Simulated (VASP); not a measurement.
A run of VASP 6.6.1 is set up as follows.

Contents of INCAR:

```
  PREC = Accurate
  ENCUT = 520
  EDIFF = 1E-6
  ISMEAR = 0
  SIGMA = 0.15
  LREAL = False
  LASPH = True
  NELM = 60
  ALGO = Normal
  ISIF = 2
  LWAVE = False
  LCHARG = False
  GGA = PS
  NBANDS = 39
```

The input KPOINTS:

```
Automatic mesh
0
Gamma
  8 8 14
```

POSCAR

```
Ti3O4
1.0
    2.9128162286     -4.0303540220      0.0000000000
    2.9128162286      4.0303540220      0.0000000000
    0.0000000000      0.0000000000      2.9690273773
Ti O
3 4
Direct
    0.0000000000      0.0000000000      0.5000000000
    0.5000000000      0.0000000000      0.0000000000
    0.0000000000      0.5000000000      0.0000000000
    0.7627833111      0.7627833111      0.0252607977
    0.2588765548      0.7411234452      0.5252607977
    0.2372166889      0.2372166889      0.0252607977
    0.7411234452      0.2588765548      0.5252607977
```

Potentials or basis: VASP PAW PBE potentials, release 64 (Ti_sv, O).

Run with:

```bash
$ cat potpaw_PBE.64/Ti_sv/POTCAR potpaw_PBE.64/O/POTCAR > POTCAR
$ mpirun -np 1 vasp_std > vasp.out
```

(1) Estimate the largest force.

(2) What does it give for the band gap on the k mesh?

Results:

(1) 0.959 eV/Å.

(2) zero (bands 30 and 31 overlap by 1.08 eV).

Caveat: the cell differs from its parent crystal (all O atoms moved +0.075 Å, as atom 4 along Cartesian [0 0 1]); the PAW data sets were made with another functional, which shifts forces and pressure a little; semilocal functionals often make such compounds metallic where correlation or magnetic order opens a gap, which also shifts bond lengths.
